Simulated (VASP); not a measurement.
Here is a VASP 6.6.1 calculation.

INCAR

```
SYSTEM = ZrB
PREC = Accurate
ENCUT = 520
EDIFF = 1E-6
ISMEAR = 0
SIGMA = 0.1
LREAL = .False.
LASPH = .True.
NELM = 60
ALGO = Normal
ISIF = 2
LWAVE = .False.
LCHARG = .False.
GGA = PS
NBANDS = 14
```

File KPOINTS:

```
Automatic mesh
0
Gamma
  14 14 14
  0 0 0
```

Contents of POSCAR:

```
ZrB
1.0
    0.0000000000      2.6172660914      2.6172660914
    2.6172660914      0.0000000000      2.6172660914
    2.6172660914      2.6172660914      0.0000000000
Zr B
1 1
Direct
    0.7500000000      0.7500000000      0.7500000000
    0.0000000000      0.0000000000      0.0000000000
```

Potentials or basis: VASP PAW PBE potentials, release 64 (Zr_sv, B).

The run is started by

```console
$ cat potpaw_PBE.64/Zr_sv/POTCAR potpaw_PBE.64/B/POTCAR > POTCAR
$ mpirun -np 1 vasp_std > vasp.out
```

Task: What does it give for the pressure?

Result: 0.1 GPa.

Caveat: the PAW data sets were made with another functional, which shifts forces and pressure a little.
